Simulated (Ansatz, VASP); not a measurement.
HfBeC2N: VASP beside Ansatz

```
Hf Be C N
1.0
     3.22470    0.00000    0.00012
     0.00000    4.79279    0.00000
    -0.17446    0.00000    6.42213
Hf Be C N
2 2 4 2
Cartesian
  1.8730 4.7887 1.3121
  1.7858 0.0041 4.5231
  0.0631 2.9311 3.0721
  -0.0241 1.8617 6.2832
  2.4963 2.3621 1.6125
  2.4091 2.4307 4.8235
  1.5947 2.4047 0.6842
  1.5075 2.3881 3.8952
  0.1645 4.6585 2.9660
  0.0773 0.1343 6.1771
```

Change from the starting cell: the structure that the rattled cell fell into.

Alike in both runs: functional PBE; k mesh 12 × 8 × 6; occupations gaussian, width 0.1 eV; no spin polarisation.

Ansatz relaxed the structure, and its values are those at the end. VASP's run is a single point on that final structure, the one shown.

|  | VASP | Ansatz |
| --- | --- | --- |
| version | VASP 6.6.1 | Ansatz 0.2.0 |
| potentials or method | VASP PAW PBE potentials, release 64 (Hf_pv, Be, C, N), cutoff 520 eV | scalar-relativistic, plane waves, PAW |
| valence electrons in the cell | 50 | 82 |

|  | VASP | Ansatz | Ansatz less VASP |
| --- | --- | --- | --- |
| gap on the k mesh at the Fermi level (eV) | none | none | - |
| pressure (GPa) | -0.9 | 0.0 | +0.88 |
| rms of the force components (eV/Å) | 0.035 | 0.004 | -0.0314 |

A gap of «none» marks a metal or a gap that the smearing closes. The functional is the same, so the differences come from potentials, cutoffs and numerics. VASP's potentials hold 50 valence electrons a cell and Ansatz's 82, so a difference there can come from the potentials and not from the codes.

Neither program's run includes spin-orbit coupling.
